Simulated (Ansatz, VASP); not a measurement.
**CaSe: VASP beside Ansatz**

```
CELL_PARAMETERS angstrom
3.70607 0.00000 0.00000
0.00000 3.70607 0.00000
0.00000 0.00000 3.70607
ATOMIC_POSITIONS crystal
Ca 0.00000 0.00000 0.00000
Se 0.50000 0.50000 0.50000
```

Alike in both runs: task single point; functional r2SCAN; k mesh 6 × 6 × 6; no spin polarisation.

```csv
,VASP,Ansatz
version,VASP 6.6.1,Ansatz 0.2.0
potentials or method,"VASP PAW PBE potentials, release 64 (Ca_sv, Se)","plane waves, PAW"
plane-wave cutoff (eV),520,500
occupations,"gaussian, width 0.01 eV",fixed
valence electrons in the cell,16,26
```

```tsv
	VASP	Ansatz	Ansatz less VASP
gap on the k mesh at the Fermi level (eV)	1.32	1.31	-0.009
pressure (GPa)	-2.7	-2.8	-0.16
```

VASP's potentials were made for PBE, not for r2SCAN. VASP's potentials hold 16 valence electrons a cell and Ansatz's 26, so a difference there can come from the potentials and not from the codes.
